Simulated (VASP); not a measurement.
Runs of VASP 6.6.1 on TaH5. The structure is that of space group P6/mmm (No. 191), or close to it. The cells are those of the table. 

```tsv
task	cell	k mesh	cutoff (eV)	gap on the mesh (eV)	pressure (GPa)	relaxed volume (Å³/atom)
single point	a = 4.351, b = 4.351, c = 3.634 Å, angles 90.0, 90.0, 120.0°, 6 atoms	6 × 6 × 6	520	none	-34.1	-
single point	a = 3.428, b = 3.428, c = 2.996 Å, angles 90.0, 90.0, 120.0°, 6 atoms	12 × 12 × 12	520	none	0.0	-
relaxation of cell and atoms	relaxed from a = 4.351, b = 4.351, c = 3.634 Å, angles 90.0, 90.0, 120.0°, 6 atoms	6 × 6 × 6	600	none	-0.3	5.08
single point	a = 3.452, b = 3.452, c = 2.950 Å, angles 90.0, 90.0, 120.0°, 6 atoms	6 × 6 × 6	520	none	(a)	-
relaxation of cell and atoms	relaxed from a = 3.452, b = 3.452, c = 2.950 Å, angles 90.0, 90.0, 120.0°, 6 atoms	12 × 12 × 12	600	none	0.2	5.08
```

Alike in all rows: level PBE; potentials or basis VASP PAW PBE potentials, release 64 (Ta_pv, H); no spin polarisation; smearing gaussian 0.1 eV.

Fill in the values left out.

(a) -0.2.

Caveats: spin-orbit coupling is left out, which moves the levels of the heavy elements; the volume moved by over 15 % at a fixed basis, so the end points are rough (some runs).

A k mesh can miss the band edges, and the runs leave out spin-orbit coupling on Ta.

A gap of «none» marks levels without a gap at the run's occupations.
